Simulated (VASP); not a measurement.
# AlGaN2 (P-4m2) in VASP: notebook

The runs below take AlGaN2 through single point, with r2SCAN.

All numbers are computed with VASP 6.6.1; they aren't measurements. Logs are shortened: lines on timing, memory, paths and dates and some standing lists are left out, and cuts for length are marked.

**1. The cell of the first run**

The structure is tetragonal, space group P-4m2 (No. 115). The conventional cell has a = 2.876 Å, b = 2.876 Å, c = 5.268 Å, α = 90.00°, β = 90.00°, γ = 90.00°. Within 2.5 Å of Al (site symmetry -4m2) lie 4 N at 1.91 Å. Ga (site symmetry -4m2) has 4 N at 1.99 Å within 2.6 Å. N (site symmetry 2mm) has 2 Al at 1.91 Å and 2 Ga at 1.99 Å within 2.5 Å.

**2. Single point, r2SCAN**

File POSCAR:

```
AlGaN2
1.0
    2.8757072489      0.0000000000      0.0000000000
    0.0000000000      2.8757072489      0.0000000000
    0.0000000000      0.0000000000      5.2676390426
Al Ga N
1 1 2
Direct
    0.5000000000      0.5000000000      0.5000000000
    0.0000000000      0.0000000000      0.0000000000
    0.5000000000      0.0000000000      0.7390831718
    0.0000000000      0.5000000000      0.2609168282
```

File INCAR.step1:

```
PREC = Accurate
ENCUT = 1460
ISMEAR = 0
SIGMA = 0.05
LREAL = F
LASPH = T
NELM = 120
NBANDS = 21
GGA = PE
ALGO = Normal
EDIFF = 1E-5
LWAVE = T
LCHARG = F
GGA_COMPAT = F
```

File INCAR.step2:

```
PREC = Accurate
ENCUT = 1460
EDIFF = 1E-6
ISMEAR = 0
SIGMA = 0.05
LREAL = F
LASPH = T
NELM = 120
ALGO = Normal
ISIF = 2
LWAVE = F
LCHARG = T
METAGGA = R2SCAN
LMIXTAU = T
LELF = T
LVHAR = T
NBANDS = 21
ISTART = 1
GGA_COMPAT = F
```

File KPOINTS:

```
Automatic mesh
0
Gamma
  8 8 6
```

Potentials or basis: VASP PAW PBE potentials, release 64 (Al, Ga_d, N_h).

The run is started by

```sh
cat potpaw_PBE.64/Al/POTCAR potpaw_PBE.64/Ga_d/POTCAR potpaw_PBE.64/N_h/POTCAR > POTCAR
cp INCAR.step1 INCAR
mpirun -np 1 vasp_std > vasp.out
cp INCAR.step2 INCAR
mpirun -np 1 vasp_std > vasp.out
```

OUTCAR:

```text
PREC = Accurate
   ENCUT = 1460
   EDIFF = 1E-6
   ISMEAR = 0
   LREAL = F
   LASPH = T
   NELM = 120
   ISIF = 2
   METAGGA = R2SCAN
   ISTART = 1

 ion  position               nearest neighbor table
   1  0.500  0.500  0.500-   3 1.91   4 1.91   3 1.91   4 1.91
   2  0.000  0.000  0.000-   3 1.99   4 1.99   4 1.99   3 1.99
   3  0.500  0.000  0.739-   1 1.91   1 1.91   2 1.99   2 1.99
   4  0.000  0.500  0.261-   1 1.91   1 1.91   2 1.99   2 1.99

  LATTYP: Found a simple tetragonal cell.
 ALAT       =     2.8757072489
 C/A-ratio  =     1.8317716606

  Lattice vectors:

 A1 = (   2.8757072489,   0.0000000000,   0.0000000000)
 A2 = (   0.0000000000,   2.8757072489,   0.0000000000)
 A3 = (   0.0000000000,   0.0000000000,   5.2676390426)

Analysis of symmetry for initial positions (statically):
=====================================================================
 Subroutine PRICEL returns:
 Original cell was already a primitive cell.

 Routine SETGRP: Setting up the symmetry group for a
 simple tetragonal supercell.

 Subroutine GETGRP returns: Found  8 space group operations
 (whereof  8 operations were pure point group operations)
 out of a pool of 16 trial point group operations.

The static configuration has the point symmetry D_2d.

Analysis of symmetry for dynamics (positions and initial velocities):
=====================================================================
 Subroutine PRICEL returns:
 Original cell was already a primitive cell.

 Routine SETGRP: Setting up the symmetry group for a
 simple tetragonal supercell.

 Subroutine GETGRP returns: Found  8 space group operations
 (whereof  8 operations were pure point group operations)
 out of a pool of 16 trial point group operations.

The dynamic configuration has the point symmetry D_2d.

 Subroutine INISYM returns: Found  8 space group operations
 (whereof  8 operations are pure point group operations),
 and found     1 'primitive' translations

----------------------------------------------------------------------------------------

                                     Primitive cell

  volume of cell :      43.5618

  direct lattice vectors                    reciprocal lattice vectors
     2.875707249  0.000000000  0.000000000     0.347740543  0.000000000  0.000000000
     0.000000000  2.875707249  0.000000000     0.000000000  0.347740543  0.000000000
     0.000000000  0.000000000  5.267639043     0.000000000  0.000000000  0.189838368

  length of vectors
     2.875707249  2.875707249  5.267639043     0.347740543  0.347740543  0.189838368

  position of ions in fractional coordinates (direct lattice)
     0.500000000  0.500000000  0.500000000
     0.000000000  0.000000000  0.000000000
     0.500000000  0.000000000  0.739083172
     0.000000000  0.500000000  0.260916828

  ion indices of the primitive-cell ions
   primitive index   ion index
                 1           1
                 2           2
                 3           3
                 4           4

----------------------------------------------------------------------------------------

 KPOINTS: Automatic mesh

Automatic generation of k-mesh.
 Grid dimensions read from file:
 generate k-points for:    8    8    6

 Generating k-lattice:

  Cartesian coordinates                     Fractional coordinates (reciprocal lattice)
     0.043467568  0.000000000  0.000000000     0.125000000  0.000000000  0.000000000
     0.000000000  0.043467568  0.000000000     0.000000000  0.125000000  0.000000000
     0.000000000  0.000000000  0.031639728     0.000000000  0.000000000  0.166666667

  Length of vectors
     0.043467568  0.043467568  0.031639728

  Shift w.r.t. Gamma in fractional coordinates (k-lattice)
     0.000000000  0.000000000  0.000000000

 Subroutine IBZKPT returns following result:
 ===========================================

 Found     60 irreducible k-points:

 Following reciprocal coordinates:
            Coordinates               Weight
  0.000000  0.000000  0.000000      1.000000
  0.125000  0.000000  0.000000      4.000000
  0.250000  0.000000  0.000000      4.000000
  0.375000  0.000000  0.000000      4.000000
  0.500000  0.000000  0.000000      2.000000
  0.125000  0.125000  0.000000      4.000000
[... 16 lines left out ...]
  0.375000  0.125000  0.166667     16.000000
  0.500000  0.125000  0.166667      8.000000
 [... further k-points ...]
   k-points           NKPTS =     60   k-points in BZ     NKDIM =     60   number of bands    NBANDS=     21
   number of dos      NEDOS =    301   number of ions     NIONS =      4
   total plane-waves  NPLWV =  90720
   dimension x,y,z NGX =    36 NGY =   36 NGZ =   70
   dimension x,y,z NGXF=    72 NGYF=   72 NGZF=  140
   ions per type =               1   1   2
   NGX,Y,Z   is equivalent  to a cutoff of  20.81, 20.81, 22.09 a.u.
   NGXF,Y,Z  is equivalent  to a cutoff of  41.62, 41.62, 44.18 a.u.
 SYSTEM =  unknown system
   PREC   = accura    normal or accurate (medium, high low for compatibility)
   ISTART =      1    job   : 0-new  1-cont  2-samecut
   ICHARG =      0    charge: 1-file 2-atom 10-const
   ISPIN  =      1    spin polarized calculation?
   LNONCOLLINEAR =      F non collinear calculations
   LSORBIT =      F    spin-orbit coupling
   LASPH  =      T    aspherical Exc in radial PAW
   ENCUT  = 1460.0 eV 107.31 Ry   10.36 a.u.   8.96  8.96 16.41*2*pi/ulx,y,z
   NELM   =    120;   NELMIN=  2; NELMDL=  0     # of ELM steps
   EDIFF  = 0.1E-05   stopping-criterion for ELM
   LREAL  =      F    real-space projection
   EDIFFG = 0.1E-04   stopping-criterion for IOM
   NSW    =      0    number of steps for IOM
   IBRION =     -1    ionic relax: 0-MD 1-quasi-New 2-CG
   NFREE  =      0    steps in history (QN), initial steepest desc. (CG)
   ISIF   =      2    stress and relaxation
   ISYM   =      2    0-nonsym 1-usesym 2-fastsym
   POTIM  = 0.5000    time-step for ionic-motion
   TEBEG  =    0.0;   TEEND  =   0.0 temperature during run
   PSTRESS=    0.0 pullay stress
   NELECT =      26.0000    total number of electrons
   NUPDOWN=      -1.0000    fix difference up-down
   EMIN   =  10.00;   EMAX   =-10.00  energy-range for DOS
   EFERMI =   0.00;   METHOD = LEGACY
   ISMEAR =     0;   SIGMA  =   0.05  broadening in eV -4-tet -1-fermi 0-gaus
   EFERMI_NEDOS =   21; number of points for ismear=-14 and -15
   IALGO  =     38    algorithm
   IMIX   =      4    mixing-type and parameters
     AMIX     =   0.40;   BMIX     =  1.00
     AMIX_MAG =   1.60;   BMIX_MAG =  1.00
  volume/ion in A,a.u.               =      10.89        73.49
  Fermi-wavevector in a.u.,A,eV,Ry     =   1.378365  2.604732 25.849565  1.899889
  Thomas-Fermi vector in A             =   2.503433
   LORBIT       =      0    0 simple, 1 ext, 2 COOP (PROOUT), +10 PAW based schemes
   METAGGA = R2SCAN    functional components
   LHFCALC =     F    Hartree Fock is set to
   AEXX    =    0.0000 exact exchange contribution
   IVDW    =     0    specifies the selected vdW correction
   LEPSILON=     F    determine dielectric tensor
   LRPA    =     F    only Hartree local field effects (RPA)
 non-spin polarized calculation
 Gauss-broadening in eV      SIGMA  =   0.05
  energy-cutoff  :     1460.00
  volume of cell :       43.56
 maximum number of plane-waves:      5552
 NGX is ok and might be reduce to    36

 number of electron      25.9999999 magnetization

 Free energy of the ion-electron system (eV)
  ---------------------------------------------------
  ext. energy  EPLUGINS =         0.00000000
  ---------------------------------------------------
  free energy    TOTEN  =       -39.76452323 eV

  energy without entropy =      -39.76452323  energy(sigma->0) =      -39.76452323

 E-fermi :   6.8655     XC(G=0): -12.1245

 val. band max:        6.6019725802   @ k =   0.3750   0.0000   0.0000
 cond. band min:       8.5657848756   @ k =   0.0000   0.0000   0.0000
 fundamental gap:      1.9638122953
 Fermi energy:         6.8655440753

 k-point     1 :       0.0000    0.0000    0.0000
  band No.  band energies     occupation
      1     -10.4144      2.00000
      2      -9.1046      2.00000
      3      -7.7568      2.00000
      4      -7.7539      2.00000
      5      -7.7539      2.00000
      6      -7.6920      2.00000
[... 13 lines left out ...]
     20      18.0976      0.00000
     21      20.2487      0.00000

 k-point     2 :       0.1250    0.0000    0.0000
  band No.  band energies     occupation
      1     -10.2515      2.00000
      2      -9.0785      2.00000
      3      -7.8402      2.00000
      4      -7.7506      2.00000
      5      -7.7105      2.00000
      6      -7.7079      2.00000
[... 13 lines left out ...]
     20      19.0731      0.00000
     21      20.7652      0.00000

 k-point     3 :       0.2500    0.0000    0.0000
  band No.  band energies     occupation
      1      -9.8266      2.00000
      2      -9.0248      2.00000
      3      -7.8976      2.00000
      4      -7.7495      2.00000
      5      -7.7391      2.00000
      6      -7.5953      2.00000
[... 13 lines left out ...]
     20      19.4686      0.00000
     21      21.7568      0.00000

 k-point     4 :       0.3750    0.0000    0.0000
  band No.  band energies     occupation
      1      -9.3680      2.00000
      2      -8.9742      2.00000
      3      -7.8732      2.00000
      4      -7.7853      2.00000
      5      -7.7330      2.00000
      6      -7.3628      2.00000
[... 13 lines left out ...]
     20      19.9252      0.00000
     21      21.1678      0.00000

 k-point     5 :       0.5000    0.0000    0.0000
  band No.  band energies     occupation
      1      -9.1941      2.00000
      2      -8.9349      2.00000
      3      -7.8444      2.00000
      4      -7.8008      2.00000
      5      -7.7296      2.00000
      6      -7.1013      2.00000
[... 13 lines left out ...]
     20      20.3199      0.00000
     21      20.8768      0.00000
[... 382 lines left out ...]
     20      19.9358      0.00000
     21      21.0032      0.00000

 k-point    22 :       0.2500    0.1250    0.1667
  band No.  band energies     occupation
      1      -9.6375      2.00000
      2      -9.0136      2.00000
      3      -7.8833      2.00000
      4      -7.7726      2.00000
      5      -7.7594      2.00000
      6      -7.5366      2.00000
[... 13 lines left out ...]
     20      20.2166      0.00000
     21      20.8556      0.00000

 k-point    23 :       0.3750    0.1250    0.1667
  band No.  band energies     occupation
      1      -9.2600      2.00000
      2      -8.9330      2.00000
      3      -7.8561      2.00000
      4      -7.8133      2.00000
      5      -7.7278      2.00000
      6      -7.2739      2.00000
[... 13 lines left out ...]
     20      19.4726      0.00000
     21      20.7317      0.00000

 k-point    24 :       0.5000    0.1250    0.1667
  band No.  band energies     occupation
      1      -9.1361      2.00000
      2      -8.8771      2.00000
      3      -7.8367      2.00000
      4      -7.8307      2.00000
      5      -7.7129      2.00000
      6      -7.0025      2.00000
[... 13 lines left out ...]
     20      19.6421      0.00000
     21      20.2687      0.00000

 [... further k-points ...]
[... 5 lines left out ...]
  --------------------------------------------------------------------------------------
  -------------------------------------------------------------------------------------
  Total        5.0992182      5.0992182    -12.7156097      0.0000000      0.0000000      0.0000000
  in kB      187.5464405    187.5464405   -467.6731315      0.0000000      0.0000000      0.0000000
  external PRESSURE =     -30.8600835 kB  Pullay stress =       0.0000000 kB

 VOLUME and BASIS-vectors are now :
 -----------------------------------------------------------------------------
  energy-cutoff  :     1460.00
  volume of cell :       43.56
      direct lattice vectors                 reciprocal lattice vectors
     2.875707249  0.000000000  0.000000000     0.347740543  0.000000000  0.000000000
     0.000000000  2.875707249  0.000000000     0.000000000  0.347740543  0.000000000
     0.000000000  0.000000000  5.267639043     0.000000000  0.000000000  0.189838368

 POSITION                                       TOTAL-FORCE (eV/Angst)
 -----------------------------------------------------------------------------------
      1.43785      1.43785      2.63382         0.000000      0.000000      0.000000
      0.00000      0.00000      0.00000        -0.000000     -0.000000      0.000000
      1.43785      0.00000      3.89322         0.000000     -0.000000      0.152370
      0.00000      1.43785      1.37442         0.000000     -0.000000     -0.152370
 -----------------------------------------------------------------------------------
    total drift:                                0.000000     -0.000000     -0.000000

  FREE ENERGIE OF THE ION-ELECTRON SYSTEM (eV)
  ---------------------------------------------------
  free  energy   TOTEN  =       -39.7645232274 eV

  energy  without entropy=      -39.7645232274  energy(sigma->0) =      -39.76452323
```

Wall time 8.9 min (1 thread of Intel Xeon Platinum 8259CL at 2.50GHz (Skylake/Cascade Lake), shared host); peak memory 0.5 GiB.

Results:

```
Free energy            : -39.7645 eV
Pressure               : -3.1 GPa
Largest force          : 0.152 eV/Å
Band gap on the k mesh : 1.96 eV (least direct gap 2.08 eV)
```

Forces on the atoms (eV/Å):
```
Al   0.000  0.000  0.000
Ga   0.000  0.000  0.000
N    0.000  0.000  0.152
N    0.000  0.000 -0.152
```

Caveat: the stress differs along the axes, from -47 to 19 GPa; the PAW data sets were made with another functional, which shifts forces and pressure a little. A k mesh can miss the band edges.

**3. Single point, r2SCAN**

This run uses another cell than the first one, of the same volume but with other edges.

File POSCAR:

```
AlGaN2
1.0
    3.0403825262      0.0000000000      0.0000000000
    0.0000000000      3.0403825262      0.0000000000
    0.0000000000      0.0000000000      4.7124732336
Al Ga N
1 1 2
Direct
    0.5000000000      0.5000000000      0.5000000000
    0.0000000000      0.0000000000      0.0000000000
    0.5000000000      0.0000000000      0.7390831718
    0.0000000000      0.5000000000      0.2609168282
```

File INCAR.step1:

```
ALGO = Normal ; EDIFF = 1E-5
ENCUT = 1460 ; GGA = PE
GGA_COMPAT = False ; ISMEAR = 0
LASPH = True ; LCHARG = False
LREAL = False ; LWAVE = True
NBANDS = 21 ; NELM = 120
PREC = Accurate ; SIGMA = 0.05
```

File INCAR.step2:

```
ALGO = Normal ; EDIFF = 1E-6
ENCUT = 1460 ; GGA_COMPAT = False
ISIF = 2 ; ISMEAR = 0
ISTART = 1 ; LASPH = True
LCHARG = False ; LMIXTAU = True
LREAL = False ; LWAVE = False
METAGGA = R2SCAN ; NBANDS = 21
NELM = 120 ; PREC = Accurate
SIGMA = 0.05
```

File KPOINTS:

```
k-points
0
Gamma
  8 8 6
```

Potentials or basis: VASP PAW PBE potentials, release 64 (Al, Ga_d, N_h).

The run is started by

```sh
cat potpaw_PBE.64/Al/POTCAR potpaw_PBE.64/Ga_d/POTCAR potpaw_PBE.64/N_h/POTCAR > POTCAR
cp INCAR.step1 INCAR
mpirun -np 1 vasp_std > vasp.out
cp INCAR.step2 INCAR
mpirun -np 1 vasp_std > vasp.out
```

Wall time 6.7 min (1 thread of Intel Xeon Platinum 8488C (Sapphire Rapids), shared host); peak memory 0.52 GiB.

The run converged. Its results:

| Quantity | Value |
| --- | --- |
| Free energy | -40.9446 eV |
| Pressure | -0.2 GPa |
| Largest force | 0.050 eV/Å |
| Band gap on the k mesh | 3.16 eV |

Forces in eV/Å, atoms in the order of the input:
```
Al   0.000  0.000  0.000
Ga   0.000  0.000  0.000
N    0.000  0.000  0.050
N    0.000  0.000 -0.050
```

Stress tensor (GPa, compression positive):
```
  5.31   0.00   0.00
  0.00   5.31   0.00
  0.00   0.00 -11.34
```

Levels at points of the mesh, in eV from the valence-band top:
```
           k point  band 11  band 12  band 13  band 14  band 15  band 16
(0.00, 0.00, 0.00)    -0.69     0.00     0.00     3.16     4.34     9.27
(0.50, 0.00, 0.00)    -3.49    -0.79    -0.37     7.65     7.71     9.39
(0.50, 0.50, 0.00)    -2.71    -2.70    -2.70     3.53     3.53     6.25
(0.00, 0.00, 0.50)    -1.41    -0.80    -0.80     5.62     5.69     8.33
(0.50, 0.00, 0.50)    -1.28    -0.78    -0.30     5.34     6.73     9.96
(0.50, 0.50, 0.50)    -3.46    -3.37    -3.37     6.10     6.10     9.11
```

Caveat: the stress differs along the axes, from -11 to 5 GPa; the PAW data sets were made with another functional, which shifts forces and pressure a little. A k mesh can miss the band edges.

(Continued in part 2 of 2.)
